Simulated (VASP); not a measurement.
A run of VASP 6.6.1:

Contents of INCAR:

```
ALGO = Normal
EDIFF = 1E-6
ENCUT = 520
ISIF = 2
ISMEAR = 0
LASPH = True
LCHARG = False
LREAL = False
LWAVE = False
NBANDS = 16
NELM = 80
PREC = Accurate
SIGMA = 0.05
```

The input KPOINTS:

```
k-points
0
Gamma
  12 12 6
```

The input POSCAR:

```
MgO
1.0
    3.7555867050      0.0000000000      0.0000000000
   -1.8777933525      3.2524334926      0.0000000000
    0.0000000000      0.0000000000      3.6005267763
Mg O
2 2
Direct
    0.6666666667      0.3333333333      0.7500000000
    0.3333333333      0.6666666667      0.2500000000
    0.6666666667      0.3333333333      0.2500000000
    0.3333333333      0.6666666667      0.7500000000
```

Potentials or basis: VASP PAW LDA potentials, release 64 (Mg, O).

The run is started by

```bash
$ cat potpaw_LDA.64/Mg/POTCAR potpaw_LDA.64/O/POTCAR > POTCAR
$ mpirun -np 1 vasp_std > vasp.out
```

Hardware: 1 thread of Intel(R) Xeon(R) Platinum 8259CL CPU @ 2.50GHz (Skylake/Cascade Lake), on a shared host.

**Question.** Estimate the wall time of this run.

**Answer.** Wall time 39 s on 1 thread of Intel(R) Xeon(R) Platinum 8259CL CPU @ 2.50GHz (Skylake/Cascade Lake), with other jobs on the host, peak memory 0.17 GiB. Counts: scf iterations 12, k points 76.
